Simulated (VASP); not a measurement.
Runs of VASP 6.6.1 on Al. The structure is that of space group P6_3/mmc (No. 194), or close to it. The cells are those of the table. This isn't the form of Al at room conditions, which is fcc.

```csv
cell,gap on the mesh (eV),pressure (GPa)
"a = 2.964, b = 2.964, c = 4.208 Å, angles 90.0, 90.0, 120.0°, 2 atoms",none,(a)
"a = 3.025, b = 3.025, c = 4.041 Å, angles 90.0, 90.0, 120.0°, 2 atoms",none,4.1
"a = 2.643, b = 2.643, c = 5.295 Å, angles 90.0, 90.0, 120.0°, 2 atoms",none,5.0
"a = 2.887, b = 2.887, c = 4.436 Å, angles 90.0, 90.0, 120.0°, 2 atoms",none,0.1
```

Alike in all rows: task single point; level r2SCAN; potentials or basis VASP PAW PBE potentials, release 64 (Al); no spin polarisation; k mesh 30 × 30 × 14; cutoff (eV) 520; smearing gaussian 0.15 eV.

Task: Fill in the values left out.

Result: (a) 1.9.

Caveats: the PAW data sets were made with another functional, which shifts forces and pressure a little; the cell stands under pressure (at least some runs).

A gap of «none» marks levels without a gap at the run's occupations.
